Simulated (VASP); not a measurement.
Set up this calculation in VASP 6.6.1, as the native input.

- Task: single point
- Functional: LDA
- Potentials or basis: VASP PAW LDA potentials, release 64 (Li_sv, H)
- Cutoff: 520 eV
- k mesh: 11 × 11 × 11
- Occupations: fermi-dirac, width 0.03 eV
- Spin: no spin polarisation
- Dipole correction: no
- Further INCAR settings: ALGO = Normal; EDIFF = 1e-07; NBANDS = 9

The structure of LiH lies in POSCAR:

```
LiH
1.0
    0.0000000000      2.0325000000      2.0528250000
    2.0325000000      0.0000000000      2.0528250000
    2.0325000000      2.0325000000      0.0000000000
Li H
1 1
Direct
    0.0000000000      0.0000000000      0.0000000000
    0.5000000000      0.5000000000      0.5000000000
```

This cell differs from its parent crystal: zz strain of +1 %.

The input as run:

INCAR

```
PREC = Accurate ; ENCUT = 520
EDIFF = 1E-7 ; ISMEAR = -1
SIGMA = 0.03 ; LREAL = False
LASPH = True ; NELM = 60
ALGO = Normal ; ISIF = 2
LWAVE = False ; LCHARG = False
GGA = CA ; NBANDS = 9
```

KPOINTS

```
Automatic mesh
0
Gamma
  11 11 11
```

Potentials or basis: VASP PAW LDA potentials, release 64 (Li_sv, H).

Command:

```bash
$ cat potpaw_LDA.64/Li_sv/POTCAR potpaw_LDA.64/H/POTCAR > POTCAR
$ mpirun -np 1 vasp_std > vasp.out
```

It gave:

- Band gap on the k mesh: 2.74 eV, indirect (least direct gap 2.81 eV)

Caveat: the cell differs from its parent crystal (zz strain of +1 %).

Run time: 5.1 s on 1 thread of Intel(R) Xeon(R) 6975P-C (Granite Rapids) (shared host), peak memory 0.13 GiB.
